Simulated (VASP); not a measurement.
# Ta2SiO3 (P6/mmm) in VASP: single point with PBE

Aim: the single point of Ta2SiO3 with PBE.

All numbers are computed with VASP 6.6.1; they aren't measurements. Logs are shortened: lines on timing, memory, paths and dates and some standing lists are left out, and cuts for length are marked.

### Step 1. The cell of the first run

Symmetry: P6/mmm, No. 191, hexagonal system. Conventional cell: a = 5.129 Å, b = 5.129 Å, c = 3.133 Å, α = 90.00°, β = 90.00°, γ = 120.00°. Within 3.0 Å of Ta (site symmetry -6m2) lie 6 O at 2.16 Å and 3 Ta at 2.96 Å and 3 Si at 2.96 Å. Within 3.9 Å of Si (site symmetry 6/mmm) lie 6 Ta at 2.96 Å and 12 O at 3.01 Å and 2 Si at 3.13 Å. O (site symmetry mmm) has 4 Ta at 2.16 Å and 6 O at 2.56 to 3.13 Å and 4 Si at 3.01 Å within 3.2 Å.

The cell was built from a structure type or drawn by symmetry, and may not be a known phase.

### Step 2. Single point, PBE

Contents of INCAR:

```
SYSTEM = Ta2SiO3
PREC = Accurate
ENCUT = 600
EDIFF = 1E-6
ISMEAR = 0
SIGMA = 0.15
LREAL = .False.
LASPH = .True.
NELM = 120
ALGO = Normal
ISIF = 2
LWAVE = .False.
LCHARG = .False.
GGA = PE
NBANDS = 31
GGA_COMPAT = .False.
```

Contents of KPOINTS:

```
Automatic mesh
0
Gamma
  3 3 4
  0 0 0
```

Contents of POSCAR:

```
Ta2SiO3
1.0
    5.1286051398      0.0000000000      0.0000000000
   -2.5643025699      4.4415023371      0.0000000000
    0.0000000000      0.0000000000      3.1333160305
Ta Si O
2 1 3
Direct
    0.3333333333      0.6666666667      0.0000000000
    0.6666666667      0.3333333333      0.0000000000
    0.0000000000      0.0000000000      0.0000000000
    0.5000000000      0.0000000000      0.5000000000
    0.5000000000      0.5000000000      0.5000000000
    0.0000000000      0.5000000000      0.5000000000
```

Potentials or basis: VASP PAW PBE potentials, release 64 (Ta_pv, Si, O).

Launch:

```sh
> cat potpaw_PBE.64/Ta_pv/POTCAR potpaw_PBE.64/Si/POTCAR potpaw_PBE.64/O/POTCAR > POTCAR
> mpirun -np 1 vasp_std > vasp.out
```

OUTCAR:

```text
SYSTEM = Ta2SiO3
   PREC = Accurate
   ENCUT = 600
   EDIFF = 1E-6
   ISMEAR = 0
   LREAL = .False.
   LASPH = .True.
   NELM = 120
   ISIF = 2
   GGA = PE

 ion  position               nearest neighbor table
   1  0.333  0.667  0.000-   6 2.16   6 2.16   4 2.16   4 2.16   5 2.16   5 2.16   3 2.96   2 2.96
                             2 2.96   3 2.96   3 2.96   2 2.96
   2  0.667  0.333  0.000-   6 2.16   6 2.16   4 2.16   4 2.16   5 2.16   5 2.16   1 2.96   3 2.96
                             1 2.96   3 2.96   3 2.96   1 2.96
   3  0.000  0.000  0.000-   1 2.96   2 2.96   2 2.96   1 2.96   2 2.96   1 2.96
   4  0.500  0.000  0.500-   1 2.16   2 2.16   1 2.16   2 2.16
   5  0.500  0.500  0.500-   1 2.16   2 2.16   1 2.16   2 2.16
   6  0.000  0.500  0.500-   1 2.16   2 2.16   1 2.16   2 2.16

  LATTYP: Found a hexagonal cell.
 ALAT       =     5.1286051398
 C/A-ratio  =     0.6109489705

  Lattice vectors:

 A1 = (   5.1286051398,   0.0000000000,   0.0000000000)
 A2 = (  -2.5643025699,   4.4415023371,   0.0000000000)
 A3 = (   0.0000000000,   0.0000000000,   3.1333160305)

Analysis of symmetry for initial positions (statically):
=====================================================================
 Subroutine PRICEL returns:
 Original cell was already a primitive cell.

 Routine SETGRP: Setting up the symmetry group for a
 hexagonal supercell.

 Subroutine GETGRP returns: Found 24 space group operations
 (whereof 24 operations were pure point group operations)
 out of a pool of 24 trial point group operations.

The static configuration has the point symmetry D_6h.

Analysis of symmetry for dynamics (positions and initial velocities):
=====================================================================
 Subroutine PRICEL returns:
 Original cell was already a primitive cell.

 Routine SETGRP: Setting up the symmetry group for a
 hexagonal supercell.

 Subroutine GETGRP returns: Found 24 space group operations
 (whereof 24 operations were pure point group operations)
 out of a pool of 24 trial point group operations.

The dynamic configuration has the point symmetry D_6h.

 Subroutine INISYM returns: Found 24 space group operations
 (whereof 24 operations are pure point group operations),
 and found     1 'primitive' translations

----------------------------------------------------------------------------------------

                                     Primitive cell

  volume of cell :      71.3729

  direct lattice vectors                    reciprocal lattice vectors
     5.128605140  0.000000000  0.000000000     0.194984791  0.112574521  0.000000000
    -2.564302570  4.441502337  0.000000000     0.000000000  0.225149043  0.000000000
     0.000000000  0.000000000  3.133316031     0.000000000  0.000000000  0.319150699

  length of vectors
     5.128605140  5.128605140  3.133316031     0.225149043  0.225149043  0.319150699

  position of ions in fractional coordinates (direct lattice)
     0.333333333  0.666666667  0.000000000
     0.666666667  0.333333333  0.000000000
     0.000000000  0.000000000  0.000000000
     0.500000000  0.000000000  0.500000000
     0.500000000  0.500000000  0.500000000
     0.000000000  0.500000000  0.500000000

  ion indices of the primitive-cell ions
   primitive index   ion index
                 1           1
                 2           2
                 3           3
                 4           4
                 5           5
                 6           6

----------------------------------------------------------------------------------------

 KPOINTS: Automatic mesh

Automatic generation of k-mesh.
 Grid dimensions read from file:
 generate k-points for:    3    3    4

 Generating k-lattice:

  Cartesian coordinates                     Fractional coordinates (reciprocal lattice)
     0.064994930  0.037524840  0.000000000     0.333333333  0.000000000  0.000000000
     0.000000000  0.075049681  0.000000000     0.000000000  0.333333333  0.000000000
     0.000000000  0.000000000  0.079787675     0.000000000  0.000000000  0.250000000

  Length of vectors
     0.075049681  0.075049681  0.079787675

  Shift w.r.t. Gamma in fractional coordinates (k-lattice)
     0.000000000  0.000000000  0.000000000

 Subroutine IBZKPT returns following result:
 ===========================================

 Found      9 irreducible k-points:

 Following reciprocal coordinates:
            Coordinates               Weight
  0.000000  0.000000  0.000000      1.000000
  0.333333  0.000000  0.000000      6.000000
  0.333333  0.333333  0.000000      2.000000
  0.000000  0.000000  0.250000      2.000000
  0.333333  0.000000  0.250000     12.000000
  0.333333  0.333333  0.250000      4.000000
  0.000000  0.000000  0.500000      1.000000
  0.333333  0.000000  0.500000      6.000000
  0.333333  0.333333  0.500000      2.000000
   k-points           NKPTS =      9   k-points in BZ     NKDIM =      9   number of bands    NBANDS=     31
   number of dos      NEDOS =    301   number of ions     NIONS =      6
   total plane-waves  NPLWV =  49392
   dimension x,y,z NGX =    42 NGY =   42 NGZ =   28
   dimension x,y,z NGXF=    84 NGYF=   84 NGZF=   56
   ions per type =               2   1   3
   NGX,Y,Z   is equivalent  to a cutoff of  13.61, 13.61, 14.86 a.u.
   NGXF,Y,Z  is equivalent  to a cutoff of  27.23, 27.23, 29.71 a.u.
 SYSTEM =  Ta2SiO3
   PREC   = accura    normal or accurate (medium, high low for compatibility)
   ISTART =      0    job   : 0-new  1-cont  2-samecut
   ICHARG =      2    charge: 1-file 2-atom 10-const
   ISPIN  =      1    spin polarized calculation?
   LNONCOLLINEAR =      F non collinear calculations
   LSORBIT =      F    spin-orbit coupling
   LASPH  =      T    aspherical Exc in radial PAW
   ENCUT  =  600.0 eV  44.10 Ry    6.64 a.u.  10.24 10.24  6.26*2*pi/ulx,y,z
   NELM   =    120;   NELMIN=  2; NELMDL= -5     # of ELM steps
   EDIFF  = 0.1E-05   stopping-criterion for ELM
   LREAL  =      F    real-space projection
   EDIFFG = 0.1E-04   stopping-criterion for IOM
   NSW    =      0    number of steps for IOM
   IBRION =     -1    ionic relax: 0-MD 1-quasi-New 2-CG
   NFREE  =      0    steps in history (QN), initial steepest desc. (CG)
   ISIF   =      2    stress and relaxation
   ISYM   =      2    0-nonsym 1-usesym 2-fastsym
   POTIM  = 0.5000    time-step for ionic-motion
   TEBEG  =    0.0;   TEEND  =   0.0 temperature during run
   PSTRESS=    0.0 pullay stress
   NELECT =      44.0000    total number of electrons
   NUPDOWN=      -1.0000    fix difference up-down
   EMIN   =  10.00;   EMAX   =-10.00  energy-range for DOS
   EFERMI =   0.00;   METHOD = LEGACY
   ISMEAR =     0;   SIGMA  =   0.15  broadening in eV -4-tet -1-fermi 0-gaus
   EFERMI_NEDOS =   21; number of points for ismear=-14 and -15
   IALGO  =     38    algorithm
   IMIX   =      4    mixing-type and parameters
     AMIX     =   0.40;   BMIX     =  1.00
     AMIX_MAG =   1.60;   BMIX_MAG =  1.00
  volume/ion in A,a.u.               =      11.90        80.27
  Fermi-wavevector in a.u.,A,eV,Ry     =   1.393311  2.632975 26.413186  1.941314
  Thomas-Fermi vector in A             =   2.516969
   LORBIT       =      0    0 simple, 1 ext, 2 COOP (PROOUT), +10 PAW based schemes
   GGA     = PE    functional components
   LHFCALC =     F    Hartree Fock is set to
   AEXX    =    0.0000 exact exchange contribution
   IVDW    =     0    specifies the selected vdW correction
   LEPSILON=     F    determine dielectric tensor
   LRPA    =     F    only Hartree local field effects (RPA)
 non-spin polarized calculation
 Gauss-broadening in eV      SIGMA  =   0.15
  energy-cutoff  :      600.00
  volume of cell :       71.37
 maximum number of plane-waves:      2418
 NGX is ok and might be reduce to    42
   NGX = 21   NGY = 21   NGZ = 13

 number of electron      43.9999989 magnetization

 Free energy of the ion-electron system (eV)
  ---------------------------------------------------
  ext. energy  EPLUGINS =         0.00000000
  ---------------------------------------------------
  free energy    TOTEN  =       -52.10224325 eV

  energy without entropy =      -52.07395148  energy(sigma->0) =      -52.08809736

 E-fermi :   7.4740     XC(G=0): -12.1230

 val. band max:        7.3208635054   @ k =   0.3333   0.0000   0.0000
 cond. band min:       7.5334911597   @ k =   0.3333   0.3333   0.2500
 fundamental gap:      0.2126276542
 Fermi energy:         7.4740179184

 k-point     1 :       0.0000    0.0000    0.0000
  band No.  band energies     occupation
      1     -29.1485      2.00000
      2     -29.1485      2.00000
      3     -28.9266      2.00000
      4     -28.7968      2.00000
      5     -28.6814      2.00000
      6     -28.6814      2.00000
[... 23 lines left out ...]
     30      12.6028      0.00000
     31      12.6365      0.00000

 k-point     2 :       0.3333    0.0000    0.0000
  band No.  band energies     occupation
      1     -29.1723      2.00000
      2     -29.0691      2.00000
      3     -28.8994      2.00000
      4     -28.8245      2.00000
      5     -28.7678      2.00000
      6     -28.6560      2.00000
[... 23 lines left out ...]
     30      11.6682      0.00000
     31      12.7478      0.00000

 k-point     3 :       0.3333    0.3333    0.0000
  band No.  band energies     occupation
      1     -29.1961      2.00000
      2     -28.9200      2.00000
      3     -28.9200      2.00000
      4     -28.8621      2.00000
      5     -28.8621      2.00000
      6     -28.6317      2.00000
[... 23 lines left out ...]
     30      11.0339      0.00000
     31      11.3126      0.00000

 k-point     4 :       0.0000    0.0000    0.2500
  band No.  band energies     occupation
      1     -29.1936      2.00000
      2     -29.0994      2.00000
      3     -29.0994      2.00000
      4     -29.0026      2.00000
      5     -28.6564      2.00000
      6     -28.6564      2.00000
[... 125 lines left out ...]
     30      12.9741      0.00000
     31      13.2905      0.00000

 k-point     8 :       0.3333    0.0000    0.5000
  band No.  band energies     occupation
      1     -29.3947      2.00000
      2     -29.2535      2.00000
      3     -29.0714      2.00000
      4     -28.9779      2.00000
      5     -28.7069      2.00000
      6     -28.6078      2.00000
[... 23 lines left out ...]
     30      12.0387      0.00000
     31      12.2993      0.00000

 k-point     9 :       0.3333    0.3333    0.5000
  band No.  band energies     occupation
      1     -29.3245      2.00000
      2     -29.3245      2.00000
      3     -29.0934      2.00000
      4     -28.8433      2.00000
      5     -28.8433      2.00000
      6     -28.5853      2.00000
[... 23 lines left out ...]
     30      12.5386      0.00000
     31      12.6067      0.00000

------------------------ aborting loop because EDIFF is reached ----------------------------------------

  FORCE on cell =-STRESS in cart. coord.  units (eV):
  Direction    XX          YY          ZZ          XY          YZ          ZX
  --------------------------------------------------------------------------------------
  -------------------------------------------------------------------------------------
  Total        0.4092017      0.4092017      0.1378567      0.0000000      0.0000000      0.0000000
  in kB        9.1857505      9.1857505      3.0946035      0.0000000      0.0000000      0.0000000
  external PRESSURE =       7.1553682 kB  Pullay stress =       0.0000000 kB

 VOLUME and BASIS-vectors are now :
 -----------------------------------------------------------------------------
  energy-cutoff  :      600.00
  volume of cell :       71.37
      direct lattice vectors                 reciprocal lattice vectors
     5.128605140  0.000000000  0.000000000     0.194984791  0.112574521  0.000000000
    -2.564302570  4.441502337  0.000000000     0.000000000  0.225149043  0.000000000
     0.000000000  0.000000000  3.133316031     0.000000000  0.000000000  0.319150699

 POSITION                                       TOTAL-FORCE (eV/Angst)
 -----------------------------------------------------------------------------------
     -0.00000      2.96100      0.00000        -0.000000     -0.000000      0.000000
      2.56430      1.48050      0.00000         0.000000      0.000000      0.000000
      0.00000      0.00000      0.00000         0.000000      0.000000      0.000000
      2.56430      0.00000      1.56666         0.000000      0.000000      0.000000
      1.28215      2.22075      1.56666         0.000000      0.000000      0.000000
     -1.28215      2.22075      1.56666         0.000000      0.000000      0.000000
 -----------------------------------------------------------------------------------
    total drift:                               -0.000000     -0.000000      0.000000

  FREE ENERGIE OF THE ION-ELECTRON SYSTEM (eV)
  ---------------------------------------------------
  free  energy   TOTEN  =       -52.1022432470 eV

  energy  without entropy=      -52.0739514810  energy(sigma->0) =      -52.08809736
```

It took 15 s on 1 thread of Intel Xeon 6975P-C (Granite Rapids), shared host; peak memory 0.22 GiB.

What came out:

* Free energy: -52.1022 eV
* Pressure: 0.7 GPa
* Band gap on the k mesh: zero (bands 22 and 23 overlap by 0.06 eV)

Caveat: the k points lie up to 0.50 Å⁻¹ apart; spin-orbit coupling is left out, which moves the levels of the heavy elements.
